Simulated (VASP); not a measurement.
Input of a VASP 6.6.1 run:

INCAR

```
PREC = Accurate
ENCUT = 520
EDIFF = 1E-7
ISMEAR = -1
SIGMA = 0.15
LREAL = F
LASPH = T
NELM = 60
ALGO = Normal
ISIF = 2
LWAVE = F
LCHARG = T
GGA = PS
LELF = T
LVHAR = T
NBANDS = 38
```

The input KPOINTS:

```
Automatic mesh
0
Gamma
  8 10 6
```

Contents of POSCAR:

```
SiNi
1.0
    5.1039670127      0.0000000000      0.0000000000
    0.0000000000      3.3475960595      0.0000000000
    0.0000000000      0.0000000000      5.5332438767
Si Ni
4 4
Direct
    0.3212179394      0.7500000000      0.0857690402
    0.1787820606      0.2500000000      0.5857690402
    0.8212179394      0.7500000000      0.4142309598
    0.6787820606      0.2500000000      0.9142309598
    0.0092114515      0.2500000000      0.1874431825
    0.4907885485      0.7500000000      0.6874431825
    0.5092114515      0.2500000000      0.3125568175
    0.9907885485      0.7500000000      0.8125568175
```

Potentials or basis: VASP PAW PBE potentials, release 64 (Si, Ni).

Command:

```bash
$ cat potpaw_PBE.64/Si/POTCAR potpaw_PBE.64/Ni/POTCAR > POTCAR
$ mpirun -np 1 vasp_std > vasp.out
```

What does it give for the band gap on the k mesh?

Zero (bands 28 and 29 overlap by 1.85 eV).

Predict the largest force.

0.013 eV/Å.

Predict the pressure.

0.2 GPa.

Stress tensor (GPa, compression positive):
```
0.24 0.00 0.00
0.00 0.10 0.00
0.00 0.00 0.22
```

Caveat: the PAW data sets were made with another functional, which shifts forces and pressure a little. Spin polarisation is off, so any magnetic state and its effect on volume and gap are missing.
